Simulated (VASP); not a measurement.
Wanted: the native input for a VASP 6.6.1 run.

```
Task                   : single point
Functional             : PBE
Potentials or basis    : VASP PAW PBE potentials, release 64 (Zn, S)
Cutoff                 : 520 eV
k mesh                 : 10 × 10 × 10
Occupations            : gaussian, width 0.01 eV
Spin                   : no spin polarisation
Dipole correction      : no
Further INCAR settings : ALGO = Normal; EDIFF = 1e-06; NBANDS = 16
```

The structure of ZnS lies in POSCAR:

```
ZnS
1.0
    0.0000000000      2.4646788120      2.4646788120
    2.4646788120      0.0000000000      2.4646788120
    2.4646788120      2.4646788120      0.0000000000
Zn S
1 1
Direct
    0.0000000000      0.0000000000      0.0000000000
    0.7500000000      0.7500000000      0.7500000000
```

One way to write it, as run:

INCAR

```
PREC = Accurate
ENCUT = 520
EDIFF = 1E-6
ISMEAR = 0
SIGMA = 0.01
LREAL = F
LASPH = T
NELM = 60
ALGO = Normal
ISIF = 2
LWAVE = F
LCHARG = T
GGA = PE
LELF = T
LVHAR = T
NBANDS = 16
```

KPOINTS

```
Automatic mesh
0
Gamma
  10 10 10
```

Potentials or basis: VASP PAW PBE potentials, release 64 (Zn, S).

Command:

```bash
$ cat potpaw_PBE.64/Zn/POTCAR potpaw_PBE.64/S/POTCAR > POTCAR
$ mpirun -np 1 vasp_std > vasp.out
```

Results of the run:

```json
{
  "Pressure": "40.4 GPa",
  "Band gap on the k mesh": "2.64 eV (least direct gap 3.41 eV)"
}
```

Caveat: the cell stands under pressure.

Run time: 13 s on 1 thread of Intel(R) Xeon(R) Platinum 8559C (Emerald Rapids), on a shared host, peak memory 0.16 GiB.
